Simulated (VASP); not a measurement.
MgO:

```
Mg O
1.0
    -0.08854    2.19346    2.19346
     2.19346   -0.08854    2.19346
     2.19346    2.19346   -0.08854
Mg O
1 1
Direct
  0.99553 0.99553 0.99553
  0.25447 0.25447 0.25447
```

This cell differs from its parent crystal: strain along [111] -5.8%.

Base run:

```yaml
Program: VASP 6.6.1
Functional: r2SCAN
Potentials_or_basis: VASP PAW PBE potentials, release 64 (Mg, O)
Cutoff: 520 eV
k_mesh: 10 × 10 × 10
Occupations: gaussian, width 0.01 eV
Spin: no spin polarisation
```

Its results: band gap on the k mesh 4.41 eV; pressure 7.8 GPa.

The run is repeated on the same cell with these changes: functional from r2SCAN to HSE06; k mesh from 10 × 10 × 10 to 6 × 6 × 6. What comes out?

Band gap on the k mesh 5.35 eV; pressure 8.2 GPa.

Several settings changed at once.

Caveats: the cell stands under pressure; the structure was generated, so it needn't be the stable form of MgO; the PAW data sets were made with another functional, which shifts forces and pressure a little.

